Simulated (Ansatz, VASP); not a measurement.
**TiCo: VASP beside Ansatz**

The input INCAR:

```
ALGO = Normal ; EDIFF = 1E-6
ENCUT = 520 ; GGA = PE
ISIF = 2 ; ISMEAR = 0
ISPIN = 2 ; LASPH = T
LCHARG = T ; LELF = T
LMAXMIX = 4 ; LORBIT = 11
LREAL = F ; LVHAR = T
LWAVE = F ; MAGMOM = 2 1
NBANDS = 22 ; NELM = 150
PREC = Accurate ; SIGMA = 0.017
```

KPOINTS

```
k-points
0
Gamma
  9 9 9
```

Contents of POSCAR:

```
TiCo
1.0
    2.9861109900      0.0000000000      0.0000000000
    0.0000000000      2.9861109900      0.0000000000
    0.0000000000      0.0000000000      2.9861109900
Co Ti
1 1
Direct
    0.5000000000      0.5000000000      0.5000000000
    0.0000000000      0.0000000000      0.0000000000
```

Contents of input.yaml:

```yaml
crystal:
  lattice:
    - [2.98611099, 0.0, 0.0]
    - [0.0, 2.98611099, 0.0]
    - [0.0, 0.0, 2.98611099]
  atoms:
    - { symbol: Co, position: [0.5, 0.5, 0.5], spin: 2.0 }
    - { symbol: Ti, position: [0.0, 0.0, 0.0], spin: 1.0 }
kpoints:
  mp_grid: { grid: [9, 9, 9] }
scf:
  occupations: { method: gaussian, width: 0.017 }
hamiltonian:
  xc: pbe
  pseudopotentials: { kind: all_electron, lapw: { basis_error: 0.001 } }
magnetization:
  spin_polarized: true
output:
  forces: true
  stress: true
  eigenvalues: true
```

Alike in both runs: task single point; functional PBE; k mesh 9 × 9 × 9; occupations gaussian, width 0.017 eV; collinear spin.

|  | VASP | Ansatz |
| --- | --- | --- |
| version | VASP 6.6.1 | Ansatz 0.2.0 |
| potentials or method | VASP PAW PBE potentials, release 64 (Co, Ti_sv), cutoff 520 eV | all-electron LAPW, scalar-relativistic |

Ansatz gave:

```
gap on the k mesh at the Fermi level (eV)                     : none
pressure (GPa)                                                : -0.5
net moment per atom (μB)                                      : 0.42
size of the moment on the site where the two differ most (μB) : 0.95
```

Problem. What did VASP give for the same quantities?

Solution. gap on the k mesh at the Fermi level (eV): none; pressure (GPa): -0.8; net moment per atom (μB): 0.42; size of the moment on the site where the two differ most (μB): 0.92.

Site moments also hang on the region over which each program counts them. A gap of «none» marks a metal or a gap that the smearing closes. Ansatz ran all-electron here, and VASP with PAW potentials.
